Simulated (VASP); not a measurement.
# Ti (P6_3/mmc) in VASP: a series of runs

Ti is run at these levels: PBE; tasks: single point.

Program: VASP 6.6.1. These are calculated values, not measurements. Logs are shortened: lines on timing, memory, paths and dates and some standing lists are left out, and cuts for length are marked.

## 1. The cell of the first run

Symmetry: P6_3/mmc, No. 194, hexagonal system. Conventional cell: a = 2.939 Å, b = 2.939 Å, c = 4.656 Å, α = 90.00°, β = 90.00°, γ = 120.00°. Within 3.8 Å of Ti (site symmetry -6m2) lie 12 Ti at 2.88 to 2.94 Å.

## 2. Single point, PBE

The input, INCAR:

```
PREC = Accurate ; ENCUT = 520
EDIFF = 1E-6 ; ISMEAR = -1
SIGMA = 0.1 ; LREAL = False
LASPH = True ; NELM = 100
ALGO = Normal ; ISIF = 2
LWAVE = False ; LCHARG = True
GGA = PE ; LELF = True
LVHAR = True ; NBANDS = 19
```

The input, KPOINTS:

```
Automatic mesh
0
Gamma
  6 6 4
```

The input, POSCAR:

```
Ti
1.0
    2.9390756844      0.0000000000      0.0000000000
   -1.4695378422      2.5453142064      0.0000000000
    0.0000000000      0.0000000000      4.6559893251
Ti
2
Direct
    0.3333333333      0.6666666667      0.2500000000
    0.6666666667      0.3333333333      0.7500000000
```

Potentials or basis: VASP PAW PBE potentials, release 64 (Ti_sv).

On the command line:

```bash
cat potpaw_PBE.64/Ti_sv/POTCAR > POTCAR
mpirun -np 1 vasp_std > vasp.out
```

OUTCAR:

```text
PREC = Accurate
   ENCUT = 520
   EDIFF = 1E-6
   ISMEAR = -1
   LREAL = False
   LASPH = True
   NELM = 100
   ISIF = 2
   GGA = PE

 ion  position               nearest neighbor table
   1  0.333  0.667  0.250-   2 2.88   2 2.88   2 2.88   2 2.88   2 2.88   2 2.88
   2  0.667  0.333  0.750-   1 2.88   1 2.88   1 2.88   1 2.88   1 2.88   1 2.88

  LATTYP: Found a hexagonal cell.
 ALAT       =     2.9390756844
 C/A-ratio  =     1.5841678899

  Lattice vectors:

 A1 = (   2.9390756844,   0.0000000000,   0.0000000000)
 A2 = (  -1.4695378422,   2.5453142064,   0.0000000000)
 A3 = (   0.0000000000,   0.0000000000,   4.6559893251)

Analysis of symmetry for initial positions (statically):
=====================================================================
 Subroutine PRICEL returns:
 Original cell was already a primitive cell.

 Routine SETGRP: Setting up the symmetry group for a
 hexagonal supercell.

 Subroutine GETGRP returns: Found 24 space group operations
 (whereof 12 operations were pure point group operations)
 out of a pool of 24 trial point group operations.

The static configuration has the point symmetry D_3d.
 The point group associated with its full space group is D_6h.

Analysis of symmetry for dynamics (positions and initial velocities):
=====================================================================
 Subroutine PRICEL returns:
 Original cell was already a primitive cell.

 Routine SETGRP: Setting up the symmetry group for a
 hexagonal supercell.

 Subroutine GETGRP returns: Found 24 space group operations
 (whereof 12 operations were pure point group operations)
 out of a pool of 24 trial point group operations.

The dynamic configuration has the point symmetry D_3d.
 The point group associated with its full space group is D_6h.

 Subroutine INISYM returns: Found 24 space group operations
 (whereof 12 operations are pure point group operations),
 and found     1 'primitive' translations

----------------------------------------------------------------------------------------

                                     Primitive cell

  volume of cell :      34.8309

  direct lattice vectors                    reciprocal lattice vectors
     2.939075684  0.000000000  0.000000000     0.340243024  0.196439402  0.000000000
    -1.469537842  2.545314206  0.000000000     0.000000000  0.392878804  0.000000000
     0.000000000  0.000000000  4.655989325     0.000000000  0.000000000  0.214777125

  length of vectors
     2.939075684  2.939075684  4.655989325     0.392878804  0.392878804  0.214777125

  position of ions in fractional coordinates (direct lattice)
     0.333333333  0.666666667  0.250000000
     0.666666667  0.333333333  0.750000000

  ion indices of the primitive-cell ions
   primitive index   ion index
                 1           1
                 2           2

----------------------------------------------------------------------------------------

 KPOINTS: Automatic mesh

Automatic generation of k-mesh.
 Grid dimensions read from file:
 generate k-points for:    6    6    4

 Generating k-lattice:

  Cartesian coordinates                     Fractional coordinates (reciprocal lattice)
     0.056707171  0.032739900  0.000000000     0.166666667  0.000000000  0.000000000
     0.000000000  0.065479801  0.000000000     0.000000000  0.166666667  0.000000000
     0.000000000  0.000000000  0.053694281     0.000000000  0.000000000  0.250000000

  Length of vectors
     0.065479801  0.065479801  0.053694281

  Shift w.r.t. Gamma in fractional coordinates (k-lattice)
     0.000000000  0.000000000  0.000000000

 Subroutine IBZKPT returns following result:
 ===========================================

 Found     21 irreducible k-points:

 Following reciprocal coordinates:
            Coordinates               Weight
  0.000000  0.000000  0.000000      1.000000
  0.166667 -0.000000  0.000000      6.000000
  0.333333  0.000000  0.000000      6.000000
  0.500000  0.000000  0.000000      3.000000
  0.166667  0.166667  0.000000      6.000000
  0.333333  0.166667  0.000000     12.000000
[... 13 lines left out ...]
  0.333333  0.166667  0.500000     12.000000
  0.333333  0.333333  0.500000      2.000000
   k-points           NKPTS =     21   k-points in BZ     NKDIM =     21   number of bands    NBANDS=     19
   number of dos      NEDOS =    301   number of ions     NIONS =      2
   total plane-waves  NPLWV =  20736
   dimension x,y,z NGX =    24 NGY =   24 NGZ =   36
   dimension x,y,z NGXF=    48 NGYF=   48 NGZF=   72
   ions per type =               2
   NGX,Y,Z   is equivalent  to a cutoff of  13.58, 13.58, 12.85 a.u.
   NGXF,Y,Z  is equivalent  to a cutoff of  27.15, 27.15, 25.71 a.u.
 SYSTEM =  unknown system
   PREC   = accura    normal or accurate (medium, high low for compatibility)
   ISTART =      0    job   : 0-new  1-cont  2-samecut
   ICHARG =      2    charge: 1-file 2-atom 10-const
   ISPIN  =      1    spin polarized calculation?
   LNONCOLLINEAR =      F non collinear calculations
   LSORBIT =      F    spin-orbit coupling
   LASPH  =      T    aspherical Exc in radial PAW
   ENCUT  =  520.0 eV  38.22 Ry    6.18 a.u.   5.46  5.46  8.66*2*pi/ulx,y,z
   NELM   =    100;   NELMIN=  2; NELMDL= -5     # of ELM steps
   EDIFF  = 0.1E-05   stopping-criterion for ELM
   LREAL  =      F    real-space projection
   EDIFFG = 0.1E-04   stopping-criterion for IOM
   NSW    =      0    number of steps for IOM
   IBRION =     -1    ionic relax: 0-MD 1-quasi-New 2-CG
   NFREE  =      0    steps in history (QN), initial steepest desc. (CG)
   ISIF   =      2    stress and relaxation
   ISYM   =      2    0-nonsym 1-usesym 2-fastsym
   POTIM  = 0.5000    time-step for ionic-motion
   TEBEG  =    0.0;   TEEND  =   0.0 temperature during run
   PSTRESS=    0.0 pullay stress
   NELECT =      24.0000    total number of electrons
   NUPDOWN=      -1.0000    fix difference up-down
   EMIN   =  10.00;   EMAX   =-10.00  energy-range for DOS
   EFERMI =   0.00;   METHOD = LEGACY
   ISMEAR =    -1;   SIGMA  =   0.10  broadening in eV -4-tet -1-fermi 0-gaus
   EFERMI_NEDOS =   21; number of points for ismear=-14 and -15
   IALGO  =     38    algorithm
   IMIX   =      4    mixing-type and parameters
     AMIX     =   0.40;   BMIX     =  1.00
     AMIX_MAG =   1.60;   BMIX_MAG =  1.00
  volume/ion in A,a.u.               =      17.42       117.53
  Fermi-wavevector in a.u.,A,eV,Ry     =   1.445963  2.732474 28.447185  2.090809
  Thomas-Fermi vector in A             =   2.564085
   LORBIT       =      0    0 simple, 1 ext, 2 COOP (PROOUT), +10 PAW based schemes
   GGA     = PE    functional components
   LHFCALC =     F    Hartree Fock is set to
   AEXX    =    0.0000 exact exchange contribution
   IVDW    =     0    specifies the selected vdW correction
   LEPSILON=     F    determine dielectric tensor
   LRPA    =     F    only Hartree local field effects (RPA)
 non-spin polarized calculation
  energy-cutoff  :      520.00
  volume of cell :       34.83
 maximum number of plane-waves:       965
 NGX is ok and might be reduce to    24
   NGX = 11   NGY = 11   NGZ = 17

 number of electron      24.0000001 magnetization

 Free energy of the ion-electron system (eV)
  ---------------------------------------------------
  ext. energy  EPLUGINS =         0.00000000
  ---------------------------------------------------
  free energy    TOTEN  =       -15.70261843 eV

  energy without entropy =      -15.61733672  energy(sigma->0) =      -15.65997757

 E-fermi :   8.3190     XC(G=0): -11.4836

 val. band max:        8.2986632467   @ k =   0.1667  -0.0000   0.0000
 cond. band min:       8.3339711520   @ k =   0.3333   0.3333   0.2500
 fundamental gap:      0.0353079053
 Fermi energy:         8.3190115028

 k-point     1 :       0.0000    0.0000    0.0000
  band No.  band energies     occupation
      1     -48.5446      2.00000
      2     -48.4094      2.00000
      3     -25.1194      2.00000
      4     -24.4979      2.00000
      5     -24.4979      2.00000
      6     -24.4172      2.00000
[... 11 lines left out ...]
     18       9.9397      0.00000
     19      11.4620      0.00000

 k-point     2 :       0.1667   -0.0000    0.0000
  band No.  band energies     occupation
      1     -48.5190      2.00000
      2     -48.3998      2.00000
      3     -25.0612      2.00000
      4     -24.6134      2.00000
      5     -24.5355      2.00000
      6     -24.5162      2.00000
[... 11 lines left out ...]
     18      10.0447      0.00000
     19      11.6375      0.00000

 k-point     3 :       0.3333    0.0000    0.0000
  band No.  band energies     occupation
      1     -48.4630      2.00000
      2     -48.3853      2.00000
      3     -24.9202      2.00000
      4     -24.8483      2.00000
      5     -24.7387      2.00000
      6     -24.6056      2.00000
[... 11 lines left out ...]
     18      11.1295      0.00000
     19      11.8250      0.00000

 k-point     4 :       0.5000    0.0000    0.0000
  band No.  band energies     occupation
      1     -48.4284      2.00000
      2     -48.3845      2.00000
      3     -24.9665      2.00000
      4     -24.8446      2.00000
      5     -24.8159      2.00000
      6     -24.6391      2.00000
[... 11 lines left out ...]
     18      11.8789      0.00000
     19      12.6574      0.00000

 k-point     5 :       0.1667    0.1667    0.0000
  band No.  band energies     occupation
      1     -48.4780      2.00000
      2     -48.3880      2.00000
      3     -24.9605      2.00000
      4     -24.7359      2.00000
      5     -24.7253      2.00000
      6     -24.5685      2.00000
[... 11 lines left out ...]
     18      11.0843      0.00000
     19      11.6992      0.00000
[... 268 lines left out ...]
      2     -48.4064      2.00000
      3     -25.0267      2.00000
      4     -25.0267      2.00000
      5     -24.5790      2.00000
      6     -24.5790      2.00000
[... 11 lines left out ...]
     18      11.7756      0.00000
     19      12.0948      0.00000

 k-point    19 :       0.1667    0.1667    0.5000
  band No.  band energies     occupation
      1     -48.4332      2.00000
      2     -48.4332      2.00000
      3     -24.8795      2.00000
      4     -24.8795      2.00000
      5     -24.5873      2.00000
      6     -24.5873      2.00000
[... 11 lines left out ...]
     18      11.3525      0.00000
     19      11.6467      0.00000

 k-point    20 :       0.3333    0.1667    0.5000
  band No.  band energies     occupation
      1     -48.4064      2.00000
      2     -48.4064      2.00000
      3     -24.9759      2.00000
      4     -24.9759      2.00000
      5     -24.6610      2.00000
      6     -24.6610      2.00000
[... 11 lines left out ...]
     18      11.6528      0.00000
     19      12.8858      0.00000

 k-point    21 :       0.3333    0.3333    0.5000
  band No.  band energies     occupation
      1     -48.3975      2.00000
      2     -48.3975      2.00000
      3     -24.9424      2.00000
      4     -24.9424      2.00000
      5     -24.7657      2.00000
      6     -24.7657      2.00000
[... 11 lines left out ...]
     18      11.4636      0.00000
     19      15.0388      0.00000

------------------------ aborting loop because EDIFF is reached ----------------------------------------

  FORCE on cell =-STRESS in cart. coord.  units (eV):
  Direction    XX          YY          ZZ          XY          YZ          ZX
  --------------------------------------------------------------------------------------
  -------------------------------------------------------------------------------------
  Total       -0.1146839     -0.1146839      0.0762469     -0.0000000      0.0000000      0.0000000
  in kB       -5.2753188     -5.2753188      3.5072646     -0.0000000      0.0000000      0.0000000
  external PRESSURE =      -2.3477910 kB  Pullay stress =       0.0000000 kB

 VOLUME and BASIS-vectors are now :
 -----------------------------------------------------------------------------
  energy-cutoff  :      520.00
  volume of cell :       34.83
      direct lattice vectors                 reciprocal lattice vectors
     2.939075684  0.000000000  0.000000000     0.340243024  0.196439402  0.000000000
    -1.469537842  2.545314206  0.000000000     0.000000000  0.392878804  0.000000000
     0.000000000  0.000000000  4.655989325     0.000000000  0.000000000  0.214777125

 POSITION                                       TOTAL-FORCE (eV/Angst)
 -----------------------------------------------------------------------------------
     -0.00000      1.69688      1.16400         0.000000      0.000000      0.000000
      1.46954      0.84844      3.49199        -0.000000      0.000000      0.000000
 -----------------------------------------------------------------------------------
    total drift:                               -0.000000      0.000000     -0.000000

  FREE ENERGIE OF THE ION-ELECTRON SYSTEM (eV)
  ---------------------------------------------------
  free  energy   TOTEN  =       -15.7026184337 eV

  energy  without entropy=      -15.6173367150  energy(sigma->0) =      -15.65997757
```

It took 10 s on 1 thread of Intel Xeon 6975P-C, shared host; peak memory 0.15 GiB.

Results:

| Property | Result |
| --- | --- |
| Free energy | -15.7026 eV |
| Pressure | -0.2 GPa |
| Band gap on the k mesh | zero (band 12 reaches 9.08 eV, above the bottom of band 13 at 8.09 eV) |

Stress tensor (GPa, compression positive):
```
-0.53  0.00  0.00
 0.00 -0.53  0.00
 0.00  0.00  0.35
```

Caveat: the k points lie up to 0.41 Å⁻¹ apart.

## 3. Single point, PBE

The input, INCAR:

```
PREC = Accurate
ENCUT = 520
EDIFF = 1E-6
ISMEAR = -1
SIGMA = 0.1
LREAL = False
LASPH = True
NELM = 100
ALGO = Normal
ISIF = 2
LWAVE = False
LCHARG = False
GGA = PE
NBANDS = 19
```

The input, KPOINTS:

```
regular mesh
0
Gamma
  8 8 4
```

POSCAR is that of step 2.

Potentials or basis: VASP PAW PBE potentials, release 64 (Ti_sv).

On the command line:

```bash
cat potpaw_PBE.64/Ti_sv/POTCAR > POTCAR
mpirun -np 1 vasp_std > vasp.out
```

It took 18 s on 1 thread of Intel Xeon 6975P-C, shared host; peak memory 0.16 GiB.

Results (log left out):

| Item | Value |
| --- | --- |
| Free energy | -15.7162 eV |
| Pressure | -0.4 GPa |
| Band gap on the k mesh | zero (band 12 reaches 9.08 eV, above the bottom of band 13 at 8.07 eV) |

Stress tensor (GPa, compression positive):
```
-0.27  0.00  0.00
 0.00 -0.27  0.00
 0.00  0.00 -0.63
```

Levels at points of the mesh, in eV from the Fermi level:
| k point | band 8 | band 9 | band 10 | band 11 | band 12 | band 13 | band 14 | band 15 | band 16 | band 17 |
| --- | --- | --- | --- | --- | --- | --- | --- | --- | --- | --- |
| (0.00, 0.00, 0.00) | -32.69 | -6.19 | -2.66 | 0.78 | 0.79 | 0.79 | 0.91 | 1.29 | 1.29 | 1.64 |
| (0.50, 0.00, 0.00) | -32.76 | -2.33 | -2.13 | -1.81 | -0.61 | 0.51 | 0.65 | 1.19 | 3.35 | 3.58 |
| (0.00, 0.00, 0.50) | -32.74 | -4.33 | -4.33 | 0.11 | 0.11 | 0.70 | 0.70 | 0.70 | 0.70 | 2.81 |
| (0.50, 0.00, 0.50) | -32.85 | -2.52 | -2.52 | -0.79 | -0.79 | 1.34 | 1.34 | 1.75 | 1.75 | 3.48 |

[end of part 1 of 3]
